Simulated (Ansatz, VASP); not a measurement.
# SnO2: VASP beside Ansatz

```
Sn O
1.0
    -5.37331    5.37331    1.61623
    -5.37331   -5.37331    1.61623
     0.00000    0.00000    9.69740
Sn O
12 24
Cartesian
  -3.5579 -1.6004 1.6162
  -3.5579 -1.6004 4.8487
  -3.5579 -1.6004 8.0812
  -6.9737 -1.8155 3.2325
  -6.9737 -1.8155 6.4649
  -6.9737 -1.8154 9.6974
  -3.7729 1.8154 3.2325
  -3.7729 1.8155 6.4649
  -3.7729 1.8155 9.6974
  -7.1888 1.6004 4.8487
  -7.1888 1.6004 8.0812
  -7.1888 1.6004 11.3136
  -5.8350 1.7307 3.2325
  -5.8350 1.7307 6.4649
  -5.8350 1.7307 9.6974
  -3.6426 0.4617 1.6162
  -3.6426 0.4617 4.8487
  -3.6426 0.4617 8.0812
  -7.1040 -0.4617 4.8487
  -7.1040 -0.4617 8.0812
  -7.1040 -0.4617 11.3136
  -4.9116 -1.7307 3.2325
  -4.9116 -1.7307 6.4649
  -4.9116 -1.7307 9.6974
  -2.2095 -1.6649 3.2325
  -2.2095 -1.6650 6.4649
  -2.2095 -1.6650 9.6974
  -7.0383 -3.1638 4.8487
  -7.0383 -3.1638 8.0812
  -7.0383 -3.1638 11.3136
  -8.5371 1.6650 3.2325
  -8.5371 1.6650 6.4649
  -8.5371 1.6650 9.6974
  -3.7083 3.1638 1.6162
  -3.7084 3.1638 4.8487
  -3.7084 3.1638 8.0812
```

Alike in both runs: task single point; functional PBE; k mesh 2 × 2 × 1; occupations gaussian, width 0.05 eV; no spin polarisation.

```csv
,VASP,Ansatz
version,VASP 6.6.1,Ansatz 0.2.0
potentials or method,"VASP PAW PBE potentials, release 64 (Sn_d, O), cutoff 520 eV","scalar-relativistic, plane waves, PAW"
valence electrons in the cell,312,312
```

Ansatz gave:

- gap on the k mesh at the Fermi level (eV): 1.78
- rms of the force components (eV/Å): 0.105

**Question.** Estimate VASP's values.

**Answer.** gap on the k mesh at the Fermi level (eV): 1.76; rms of the force components (eV/Å): 0.092.

Atom by atom the forces differ by 0.018 eV/Å (rms over components). Ansatz's warnings: structure snapped to symmetry.

The k mesh is coarse, so the values compare programs but aren't converged.
